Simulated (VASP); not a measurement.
# SnMo (P6_3/mmc) in VASP: single point with PBE

Aim: the single point of SnMo with PBE.

Everything below comes from runs of VASP 6.6.1. Logs are shortened: lines on timing, memory, paths and dates and some standing lists are left out, and cuts for length are marked.

### Step 1. The cell of the first run

Symmetry: P6_3/mmc, No. 194, hexagonal system. The conventional cell has a = 4.697 Å, b = 4.697 Å, c = 5.388 Å, α = 90.00°, β = 90.00°, γ = 120.00°. Sn (site symmetry -6m2) has 5 Mo at 2.69 to 2.71 Å within 3.6 Å. Within 3.6 Å of Mo (site symmetry -6m2) lie 5 Sn at 2.69 to 2.71 Å.

The cell was generated, and may not be a known phase.

### Step 2. Single point, PBE, collinear spin

File INCAR:

```
SYSTEM = SnMo
ALGO = Normal
EDIFF = 1E-7
ENCUT = 520
GGA = PE
ISIF = 2
ISMEAR = 0
ISPIN = 2
LASPH = .TRUE.
LCHARG = .FALSE.
LMAXMIX = 4
LORBIT = 11
LREAL = .FALSE.
LWAVE = .FALSE.
MAGMOM = 0 0 1 1
NBANDS = 40
NELM = 150
PREC = Accurate
SIGMA = 0.1
```

File KPOINTS:

```
k-points
0
G
  6 6 4
  0 0 0
```

File POSCAR:

```
SnMo
1.0
    4.6965751033      0.0000000000      0.0000000000
   -2.3482875517      4.0673533503      0.0000000000
    0.0000000000      0.0000000000      5.3878083973
Sn Mo
2 2
Direct
    0.6666666667      0.3333333333      0.2500000000
    0.3333333333      0.6666666667      0.7500000000
    0.6666666667      0.3333333333      0.7500000000
    0.3333333333      0.6666666667      0.2500000000
```

Potentials or basis: VASP PAW PBE potentials, release 64 (Sn_d, Mo_sv).

The run is started by

```bash
cat potpaw_PBE.64/Sn_d/POTCAR potpaw_PBE.64/Mo_sv/POTCAR > POTCAR
mpirun -np 1 vasp_std > vasp.out
```

OUTCAR:

```text
SYSTEM = SnMo
   EDIFF = 1E-7
   ENCUT = 520
   GGA = PE
   ISIF = 2
   ISMEAR = 0
   ISPIN = 2
   LASPH = .TRUE.
   LORBIT = 11
   LREAL = .FALSE.
   NELM = 150
   PREC = Accurate

 ion  position               nearest neighbor table
   1  0.667  0.333  0.250-   3 2.69   3 2.69   4 2.71   4 2.71   4 2.71
   2  0.333  0.667  0.750-   4 2.69   4 2.69   3 2.71   3 2.71   3 2.71
   3  0.667  0.333  0.750-   1 2.69   1 2.69   2 2.71   2 2.71   2 2.71
   4  0.333  0.667  0.250-   2 2.69   2 2.69   1 2.71   1 2.71   1 2.71

  LATTYP: Found a hexagonal cell.
 ALAT       =     4.6965751033
 C/A-ratio  =     1.1471781626

  Lattice vectors:

 A1 = (   4.6965751033,   0.0000000000,   0.0000000000)
 A2 = (  -2.3482875517,   4.0673533503,   0.0000000000)
 A3 = (   0.0000000000,   0.0000000000,   5.3878083973)

Analysis of symmetry for initial positions (statically):
=====================================================================
 Subroutine PRICEL returns:
 Original cell was already a primitive cell.

 Routine SETGRP: Setting up the symmetry group for a
 hexagonal supercell.

 Subroutine GETGRP returns: Found 24 space group operations
 (whereof 12 operations were pure point group operations)
 out of a pool of 24 trial point group operations.

The static configuration has the point symmetry D_3d.
 The point group associated with its full space group is D_6h.

Analysis of symmetry for dynamics (positions and initial velocities):
=====================================================================
 Subroutine PRICEL returns:
 Original cell was already a primitive cell.

 Routine SETGRP: Setting up the symmetry group for a
 hexagonal supercell.

 Subroutine GETGRP returns: Found 24 space group operations
 (whereof 12 operations were pure point group operations)
 out of a pool of 24 trial point group operations.

The dynamic configuration has the point symmetry D_3d.
 The point group associated with its full space group is D_6h.

Analysis of structural, dynamic, and magnetic symmetry:
=====================================================================
 Subroutine PRICEL returns:
 Original cell was already a primitive cell.

 Routine SETGRP: Setting up the symmetry group for a
 hexagonal supercell.

 Subroutine GETGRP returns: Found 24 space group operations
 (whereof 12 operations were pure point group operations)
 out of a pool of 24 trial point group operations.

The overall configuration has the point symmetry D_3d.
 The point group associated with its full space group is D_6h.
[... 125 lines left out ...]
   LHFCALC =     F    Hartree Fock is set to
   AEXX    =    0.0000 exact exchange contribution
   IVDW    =     0    specifies the selected vdW correction
   LEPSILON=     F    determine dielectric tensor
   LRPA    =     F    only Hartree local field effects (RPA)
 spin polarized calculation
 Gauss-broadening in eV      SIGMA  =   0.10
  energy-cutoff  :      520.00
  volume of cell :      102.92
 maximum number of plane-waves:      2804
 NGX is ok and might be reduce to    36
   NGX = 17   NGY = 17   NGZ = 21

 number of electron      56.0000036 magnetization       0.0014810

 Free energy of the ion-electron system (eV)
  ---------------------------------------------------
  ext. energy  EPLUGINS =         0.00000000
  ---------------------------------------------------
  free energy    TOTEN  =       -25.18280009 eV

  energy without entropy =      -25.15645934  energy(sigma->0) =      -25.16962971

 E-fermi :   7.0391     XC(G=0): -10.2823

 val. band max:        7.0035551927   @ k =   0.3333  -0.0000   0.5000
 cond. band min:       7.0558477808   @ k =   0.3333  -0.0000   0.5000
 fundamental gap:      0.0522925880
 Fermi energy:         7.0390697188

 spin component 1

 k-point     1 :       0.0000    0.0000    0.0000
  band No.  band energies     occupation
      1     -53.7780      1.00000
      2     -53.7739      1.00000
      3     -27.9750      1.00000
      4     -27.9286      1.00000
      5     -27.8999      1.00000
      6     -27.8999      1.00000
[... 892 lines left out ...]
     39      15.9642      0.00000
     40      15.9642      0.00000
 Fermi energy:         7.0390697188

 spin component 2

 k-point     1 :       0.0000    0.0000    0.0000
  band No.  band energies     occupation
      1     -53.7775      1.00000
      2     -53.7734      1.00000
      3     -27.9746      1.00000
      4     -27.9281      1.00000
      5     -27.8994      1.00000
      6     -27.8994      1.00000
[... 892 lines left out ...]
     39      15.9643      0.00000
     40      15.9643      0.00000

------------------------ aborting loop because EDIFF is reached ----------------------------------------

  FORCE on cell =-STRESS in cart. coord.  units (eV):
  Direction    XX          YY          ZZ          XY          YZ          ZX
  --------------------------------------------------------------------------------------
  -------------------------------------------------------------------------------------
  Total        0.2838293      0.2838293      0.0532248     -0.0000000     -0.0000000      0.0000000
  in kB        4.4183734      4.4183734      0.8285509     -0.0000000     -0.0000000      0.0000000
  external PRESSURE =       3.2217659 kB  Pullay stress =       0.0000000 kB

 VOLUME and BASIS-vectors are now :
 -----------------------------------------------------------------------------
  energy-cutoff  :      520.00
  volume of cell :      102.92
      direct lattice vectors                 reciprocal lattice vectors
     4.696575103  0.000000000  0.000000000     0.212921113  0.122930062  0.000000000
    -2.348287552  4.067353350  0.000000000     0.000000000  0.245860124  0.000000000
     0.000000000  0.000000000  5.387808397     0.000000000  0.000000000  0.185604225

 POSITION                                       TOTAL-FORCE (eV/Angst)
 -----------------------------------------------------------------------------------
      2.34829      1.35578      1.34695         0.000000      0.000000      0.000000
     -0.00000      2.71157      4.04086         0.000000     -0.000000      0.000000
      2.34829      1.35578      4.04086        -0.000000      0.000000      0.000000
     -0.00000      2.71157      1.34695         0.000000     -0.000000      0.000000
 -----------------------------------------------------------------------------------
    total drift:                                0.000000     -0.000000      0.000000

  FREE ENERGIE OF THE ION-ELECTRON SYSTEM (eV)
  ---------------------------------------------------
  free  energy   TOTEN  =       -25.1828000850 eV

  energy  without entropy=      -25.1564593429  energy(sigma->0) =      -25.16962971

 total charge

# of ion       s       p       d       tot
------------------------------------------
    1        1.162   1.349  10.038  12.549
    2        1.162   1.349  10.038  12.549
    3        2.241   6.076   4.042  12.359
    4        2.241   6.076   4.042  12.359
--------------------------------------------------
tot          6.805  14.850  28.160  49.816

 magnetization (x)

# of ion       s       p       d       tot
------------------------------------------
    1       -0.000  -0.000   0.000  -0.000
    2       -0.000  -0.000   0.000  -0.000
    3        0.000   0.000   0.001   0.001
    4        0.000   0.000   0.001   0.001
--------------------------------------------------
tot         -0.000  -0.000   0.001   0.001
```

OSZICAR:

```text
N       E                     dE             d eps       ncg     rms          rms(c)
DAV:   1     0.738256980403E+03    0.73826E+03   -0.29358E+04  3872   0.195E+03
DAV:   2     0.562148111277E+02   -0.68204E+03   -0.65910E+03  3400   0.619E+02
DAV:   3    -0.226100543473E+02   -0.78825E+02   -0.76236E+02  3968   0.172E+02
[... 12 lines left out ...]
DAV:  16    -0.251827492115E+02   -0.72889E-04   -0.26050E-04  3936   0.733E-02    0.126E-02
DAV:  17    -0.251827905734E+02   -0.41362E-04   -0.31998E-04  3720   0.824E-02    0.553E-03
DAV:  18    -0.251827990429E+02   -0.84695E-05   -0.88029E-05  4048   0.423E-02    0.539E-03
DAV:  19    -0.251827999394E+02   -0.89652E-06   -0.46099E-06  3744   0.110E-02    0.279E-03
DAV:  20    -0.251828000464E+02   -0.10692E-06   -0.18111E-07  2984   0.225E-03    0.491E-04
DAV:  21    -0.251828000850E+02   -0.38654E-07   -0.14437E-08  2024   0.859E-04
   1 F= -.25182800E+02 E0= -.25169630E+02  d E =-.263407E-01  mag=     0.0003
```

stdout:

```text
POSCAR found type information on POSCAR SnMo
 POSCAR found :  2 types and       4 ions
 scaLAPACK will be used
 LDA part: xc-table for (Slater+PW92), standard interpolation
 POSCAR, INCAR and KPOINTS ok, starting setup
 FFT: planning ... GRIDC
 FFT: planning ... GRID_SOFT
 FFT: planning ... GRID
 WAVECAR not read
 entering main loop
```

Run time: 6.1 min. Hardware: 1 thread of AMD EPYC 7R13, shared host; peak memory 0.3 GiB.

What came out:

```yaml
Free_energy: -25.1828 eV
Pressure: 0.3 GPa
Band_gap_on_the_k_mesh: zero (filled and empty bands overlap)
Net_moment: 0.00 μB per cell
Valence_electrons_inside_the_program's_atomic_spheres: Sn 12.55; Mo 12.36
```

Stress tensor (GPa, compression positive):
```
0.44 0.00 0.00
0.00 0.44 0.00
0.00 0.00 0.08
```

Caveat: spin-orbit coupling is left out, which moves the levels of the heavy elements.

The gap in the log of VASP goes by the Fermi energy; the results here count the filled bands.